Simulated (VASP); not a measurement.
# ScBSbP3 (Pmmm) in VASP: single point with PBE

Aim: the single point of ScBSbP3 with PBE.

All numbers are computed with VASP 6.6.1; they aren't measurements. Logs are shortened: lines on timing, memory, paths and dates and some standing lists are left out, and cuts for length are marked.

### Step 1. The cell of the first run

Symmetry: Pmmm, No. 47, orthorhombic system. Conventional cell: a = 4.220 Å, b = 4.641 Å, c = 6.877 Å, α = 90.00°, β = 90.00°, γ = 90.00°. Sc (site symmetry mmm) has 12 P at 3.14 to 3.84 Å and 2 B at 3.44 Å and 4 Sb at 4.03 Å and 2 Sc at 4.22 Å within 4.3 Å. B (site symmetry mmm) has 2 Sb at 2.11 Å within 2.8 Å. Sb (site symmetry mmm) has 2 B at 2.11 Å and 4 P at 2.62 Å within 2.8 Å. Within 2.9 Å of P (site symmetry mm2) lie 2 P at 2.21 to 2.45 Å and 2 Sb at 2.62 Å. P (site symmetry mmm) has 2 P at 2.21 Å within 2.9 Å.

The cell was generated, and may not be a known phase.

### Step 2. Single point, PBE

Input file INCAR:

```
SYSTEM = ScBSbP3
PREC = Accurate
ENCUT = 560
EDIFF = 1E-6
ISMEAR = 0
SIGMA = 0.1
LREAL = .FALSE.
LASPH = .TRUE.
NELM = 120
ALGO = Normal
ISIF = 2
LWAVE = .FALSE.
LCHARG = .FALSE.
GGA = PE
NBANDS = 31
GGA_COMPAT = .FALSE.
```

Input file KPOINTS:

```
regular mesh
0
G
  4 4 4
  0 0 0
```

Input file POSCAR:

```
ScBSbP3
1.0
    4.2199628610      0.0000000000      0.0000000000
    0.0000000000      4.6410043703      0.0000000000
    0.0000000000      0.0000000000      6.8765192941
Sc B Sb P
1 1 1 3
Direct
    0.0000000000      0.0000000000      0.0000000000
    0.0000000000      0.0000000000      0.5000000000
    0.5000000000      0.0000000000      0.5000000000
    0.5000000000      0.5000000000      0.6783145374
    0.5000000000      0.5000000000      0.3216854626
    0.5000000000      0.5000000000      0.0000000000
```

Potentials or basis: VASP PAW PBE potentials, release 64 (Sc_sv, B, Sb_d_GW, P).

Started as:

```
$ cat potpaw_PBE.64/Sc_sv/POTCAR potpaw_PBE.64/B/POTCAR potpaw_PBE.64/Sb_d_GW/POTCAR potpaw_PBE.64/P/POTCAR > POTCAR
$ mpirun -np 1 vasp_std > vasp.out
```

OUTCAR:

```text
SYSTEM = ScBSbP3
   PREC = Accurate
   ENCUT = 560
   EDIFF = 1E-6
   ISMEAR = 0
   LREAL = .FALSE.
   LASPH = .TRUE.
   NELM = 120
   ISIF = 2
   GGA = PE

 ion  position               nearest neighbor table
   1  0.000  0.000  0.000-   6 3.14   6 3.14   6 3.14   6 3.14
   2  0.000  0.000  0.500-   3 2.11   3 2.11
   3  0.500  0.000  0.500-   2 2.11   2 2.11   5 2.62   4 2.62   5 2.62   4 2.62
   4  0.500  0.500  0.678-   6 2.21   5 2.45   3 2.62   3 2.62
   5  0.500  0.500  0.322-   6 2.21   4 2.45   3 2.62   3 2.62
   6  0.500  0.500  0.000-   4 2.21   5 2.21   1 3.14   1 3.14   1 3.14   1 3.14

  LATTYP: Found a simple orthorhombic cell.
 ALAT       =     4.2199628610
 B/A-ratio  =     1.0997737476
 C/A-ratio  =     1.6295212827

  Lattice vectors:

 A1 = (   4.2199628610,   0.0000000000,   0.0000000000)
 A2 = (   0.0000000000,   4.6410043703,   0.0000000000)
 A3 = (   0.0000000000,   0.0000000000,   6.8765192941)

Analysis of symmetry for initial positions (statically):
=====================================================================
 Subroutine PRICEL returns:
 Original cell was already a primitive cell.

 Routine SETGRP: Setting up the symmetry group for a
 simple orthorhombic supercell.

 Subroutine GETGRP returns: Found  8 space group operations
 (whereof  8 operations were pure point group operations)
 out of a pool of  8 trial point group operations.

The static configuration has the point symmetry D_2h.

Analysis of symmetry for dynamics (positions and initial velocities):
=====================================================================
 Subroutine PRICEL returns:
 Original cell was already a primitive cell.

 Routine SETGRP: Setting up the symmetry group for a
 simple orthorhombic supercell.

 Subroutine GETGRP returns: Found  8 space group operations
 (whereof  8 operations were pure point group operations)
 out of a pool of  8 trial point group operations.

The dynamic configuration has the point symmetry D_2h.

 Subroutine INISYM returns: Found  8 space group operations
 (whereof  8 operations are pure point group operations),
 and found     1 'primitive' translations

----------------------------------------------------------------------------------------

                                     Primitive cell

  volume of cell :     134.6757

  direct lattice vectors                    reciprocal lattice vectors
     4.219962861  0.000000000  0.000000000     0.236968910  0.000000000  0.000000000
     0.000000000  4.641004370  0.000000000     0.000000000  0.215470601  0.000000000
     0.000000000  0.000000000  6.876519294     0.000000000  0.000000000  0.145422409

  length of vectors
     4.219962861  4.641004370  6.876519294     0.236968910  0.215470601  0.145422409

  position of ions in fractional coordinates (direct lattice)
     0.000000000  0.000000000  0.000000000
     0.000000000  0.000000000  0.500000000
     0.500000000  0.000000000  0.500000000
     0.500000000  0.500000000  0.678314537
     0.500000000  0.500000000  0.321685463
     0.500000000  0.500000000  0.000000000

  ion indices of the primitive-cell ions
   primitive index   ion index
                 1           1
                 2           2
                 3           3
                 4           4
                 5           5
                 6           6

----------------------------------------------------------------------------------------

 KPOINTS: regular mesh

Automatic generation of k-mesh.
 Grid dimensions read from file:
 generate k-points for:    4    4    4

 Generating k-lattice:

  Cartesian coordinates                     Fractional coordinates (reciprocal lattice)
     0.059242228  0.000000000  0.000000000     0.250000000  0.000000000  0.000000000
     0.000000000  0.053867650  0.000000000     0.000000000  0.250000000  0.000000000
     0.000000000  0.000000000  0.036355602     0.000000000  0.000000000  0.250000000

  Length of vectors
     0.059242228  0.053867650  0.036355602

  Shift w.r.t. Gamma in fractional coordinates (k-lattice)
     0.000000000  0.000000000  0.000000000

 Subroutine IBZKPT returns following result:
 ===========================================

 Found     27 irreducible k-points:

 Following reciprocal coordinates:
            Coordinates               Weight
  0.000000  0.000000  0.000000      1.000000
  0.250000  0.000000  0.000000      2.000000
  0.500000  0.000000  0.000000      1.000000
  0.000000  0.250000  0.000000      2.000000
  0.250000  0.250000  0.000000      4.000000
  0.500000  0.250000  0.000000      2.000000
[... 16 lines left out ...]
  0.250000  0.250000  0.500000      4.000000
  0.500000  0.250000  0.500000      2.000000
 [... further k-points ...]
   k-points           NKPTS =     27   k-points in BZ     NKDIM =     27   number of bands    NBANDS=     31
   number of dos      NEDOS =    301   number of ions     NIONS =      6
   total plane-waves  NPLWV =  69984
   dimension x,y,z NGX =    36 NGY =   36 NGZ =   54
   dimension x,y,z NGXF=    72 NGYF=   72 NGZF=  108
   ions per type =               1   1   1   3
   NGX,Y,Z   is equivalent  to a cutoff of  14.18, 12.90, 13.05 a.u.
   NGXF,Y,Z  is equivalent  to a cutoff of  28.36, 25.79, 26.11 a.u.
 SYSTEM =  ScBSbP3
   PREC   = accura    normal or accurate (medium, high low for compatibility)
   ISTART =      0    job   : 0-new  1-cont  2-samecut
   ICHARG =      2    charge: 1-file 2-atom 10-const
   ISPIN  =      1    spin polarized calculation?
   LNONCOLLINEAR =      F non collinear calculations
   LSORBIT =      F    spin-orbit coupling
   LASPH  =      T    aspherical Exc in radial PAW
   ENCUT  =  560.0 eV  41.16 Ry    6.42 a.u.   8.14  8.95 13.27*2*pi/ulx,y,z
   NELM   =    120;   NELMIN=  2; NELMDL= -5     # of ELM steps
   EDIFF  = 0.1E-05   stopping-criterion for ELM
   LREAL  =      F    real-space projection
[... 7 lines left out ...]
   TEBEG  =    0.0;   TEEND  =   0.0 temperature during run
   PSTRESS=    0.0 pullay stress
   NELECT =      44.0000    total number of electrons
   NUPDOWN=      -1.0000    fix difference up-down
   EMIN   =  10.00;   EMAX   =-10.00  energy-range for DOS
   EFERMI =   0.00;   METHOD = LEGACY
   ISMEAR =     0;   SIGMA  =   0.10  broadening in eV -4-tet -1-fermi 0-gaus
   EFERMI_NEDOS =   21; number of points for ismear=-14 and -15
   IALGO  =     38    algorithm
   IMIX   =      4    mixing-type and parameters
     AMIX     =   0.40;   BMIX     =  1.00
     AMIX_MAG =   1.60;   BMIX_MAG =  1.00
  volume/ion in A,a.u.               =      22.45       151.47
  Fermi-wavevector in a.u.,A,eV,Ry     =   1.127533  2.130729 17.297507  1.271331
  Thomas-Fermi vector in A             =   2.264220
   LORBIT       =      0    0 simple, 1 ext, 2 COOP (PROOUT), +10 PAW based schemes
   GGA     = PE    functional components
   LHFCALC =     F    Hartree Fock is set to
   AEXX    =    0.0000 exact exchange contribution
   IVDW    =     0    specifies the selected vdW correction
   LEPSILON=     F    determine dielectric tensor
   LRPA    =     F    only Hartree local field effects (RPA)
 non-spin polarized calculation
 Gauss-broadening in eV      SIGMA  =   0.10
  energy-cutoff  :      560.00
  volume of cell :      134.68
 maximum number of plane-waves:      4086
 NGX is ok and might be reduce to    36
   NGX = 17   NGY = 17   NGZ = 27

 number of electron      43.9999997 magnetization

 Free energy of the ion-electron system (eV)
  ---------------------------------------------------
  ext. energy  EPLUGINS =         0.00000000
  ---------------------------------------------------
  free energy    TOTEN  =       -27.83387264 eV

  energy without entropy =      -27.82017875  energy(sigma->0) =      -27.82702570

 E-fermi :   4.7802     XC(G=0):  -9.4252

 val. band max:        4.7641598500   @ k =   0.0000   0.2500   0.0000
 cond. band min:       4.7887653564   @ k =   0.0000   0.5000   0.2500
 fundamental gap:      0.0246055064
 Fermi energy:         4.7801753838

 k-point     1 :       0.0000    0.0000    0.0000
  band No.  band energies     occupation
      1     -46.6136      2.00000
      2     -25.2094      2.00000
      3     -25.1781      2.00000
      4     -25.1590      2.00000
      5     -25.0341      2.00000
      6     -24.9982      2.00000
[... 23 lines left out ...]
     30       5.8703      0.00000
     31       6.4229      0.00000

 k-point     2 :       0.2500    0.0000    0.0000
  band No.  band energies     occupation
      1     -46.6133      2.00000
      2     -25.2090      2.00000
      3     -25.1842      2.00000
      4     -25.1584      2.00000
      5     -25.0345      2.00000
      6     -24.9981      2.00000
[... 23 lines left out ...]
     30       6.1155      0.00000
     31       6.7223      0.00000

 k-point     3 :       0.5000    0.0000    0.0000
  band No.  band energies     occupation
      1     -46.6131      2.00000
      2     -25.2087      2.00000
      3     -25.1902      2.00000
      4     -25.1578      2.00000
      5     -25.0349      2.00000
      6     -24.9981      2.00000
[... 23 lines left out ...]
     30       6.7374      0.00000
     31       6.9664      0.00000

 k-point     4 :       0.0000    0.2500    0.0000
  band No.  band energies     occupation
      1     -46.6135      2.00000
      2     -25.2092      2.00000
      3     -25.1779      2.00000
      4     -25.1611      2.00000
      5     -25.0315      2.00000
      6     -24.9991      2.00000
[... 635 lines left out ...]
     30       7.1914      0.00000
     31       7.5472      0.00000

 k-point    23 :       0.2500    0.2500    0.5000
  band No.  band energies     occupation
      1     -46.6133      2.00000
      2     -25.2089      2.00000
      3     -25.1838      2.00000
      4     -25.1603      2.00000
      5     -25.0318      2.00000
      6     -24.9990      2.00000
[... 23 lines left out ...]
     30       7.1762      0.00000
     31       7.2920      0.00000

 k-point    24 :       0.5000    0.2500    0.5000
  band No.  band energies     occupation
      1     -46.6130      2.00000
      2     -25.2083      2.00000
      3     -25.1897      2.00000
      4     -25.1596      2.00000
      5     -25.0323      2.00000
      6     -24.9989      2.00000
[... 23 lines left out ...]
     30       7.8219      0.00000
     31       8.1732      0.00000

 [... further k-points ...]
[... 5 lines left out ...]
  --------------------------------------------------------------------------------------
  -------------------------------------------------------------------------------------
  Total       -0.0081401     -0.0600289     -0.0753756      0.0000000      0.0000000      0.0000000
  in kB       -0.0968387     -0.7141369     -0.8967106      0.0000000      0.0000000      0.0000000
  external PRESSURE =      -0.5692287 kB  Pullay stress =       0.0000000 kB

 VOLUME and BASIS-vectors are now :
 -----------------------------------------------------------------------------
  energy-cutoff  :      560.00
  volume of cell :      134.68
      direct lattice vectors                 reciprocal lattice vectors
     4.219962861  0.000000000  0.000000000     0.236968910  0.000000000  0.000000000
     0.000000000  4.641004370  0.000000000     0.000000000  0.215470601  0.000000000
     0.000000000  0.000000000  6.876519294     0.000000000  0.000000000  0.145422409

 POSITION                                       TOTAL-FORCE (eV/Angst)
 -----------------------------------------------------------------------------------
      0.00000      0.00000      0.00000         0.000000      0.000000      0.000000
      0.00000      0.00000      3.43826         0.000000      0.000000      0.000000
      2.10998      0.00000      3.43826         0.000000      0.000000      0.000000
      2.10998      2.32050      4.66444         0.000000      0.000000      0.016730
      2.10998      2.32050      2.21208        -0.000000      0.000000     -0.016730
      2.10998      2.32050      0.00000         0.000000      0.000000      0.000000
 -----------------------------------------------------------------------------------
    total drift:                                0.000000     -0.000000      0.000000

  FREE ENERGIE OF THE ION-ELECTRON SYSTEM (eV)
  ---------------------------------------------------
  free  energy   TOTEN  =       -27.8338726449 eV

  energy  without entropy=      -27.8201787529  energy(sigma->0) =      -27.82702570
```

It took 2 min on 1 thread of AMD EPYC 7R13 (Zen 3), shared host; peak memory 0.32 GiB.

What came out:

* Free energy: -27.8339 eV
* Pressure: -0.1 GPa
* Largest force: 0.017 eV/Å
* Band gap on the k mesh: zero (bands 22 and 23 overlap by 1.14 eV)

Forces in eV/Å, atoms in the order of the input:
```
Sc   0.000  0.000  0.000
B    0.000  0.000  0.000
Sb   0.000  0.000  0.000
P    0.000  0.000  0.017
P    0.000  0.000 -0.017
P    0.000  0.000  0.000
```

Levels at points of the mesh, in eV from the Fermi level:
| k point | band 20 | band 21 | band 22 | band 23 | band 24 | band 25 |
| --- | --- | --- | --- | --- | --- | --- |
| (0.00, 0.00, 0.00) | -1.93 | -1.33 | -1.04 | -0.71 | -0.43 | 0.36 |
| (0.50, 0.00, 0.00) | -1.54 | -1.15 | -1.09 | -0.47 | -0.21 | 0.57 |
| (0.00, 0.50, 0.00) | -1.60 | -0.67 | -0.27 | -0.24 | 0.32 | 0.58 |
| (0.50, 0.50, 0.00) | -1.98 | -1.48 | -0.94 | 0.44 | 0.62 | 0.67 |
| (0.00, 0.00, 0.50) | -1.53 | -0.98 | -0.45 | 0.36 | 0.38 | 0.41 |
| (0.50, 0.00, 0.50) | -1.61 | -0.90 | -0.38 | -0.06 | 0.44 | 0.91 |
| (0.00, 0.50, 0.50) | -1.92 | -0.51 | 0.41 | 0.46 | 0.62 | 0.69 |
| (0.50, 0.50, 0.50) | -1.65 | -1.08 | 0.43 | 0.58 | 0.60 | 0.68 |

Caveat: the k points lie up to 0.37 Å⁻¹ apart, too coarse for converged energies and pressures of a metal; spin-orbit coupling is left out, which moves the levels of the heavy elements.

The gap in the log of VASP goes by the Fermi energy; the results here count the filled bands.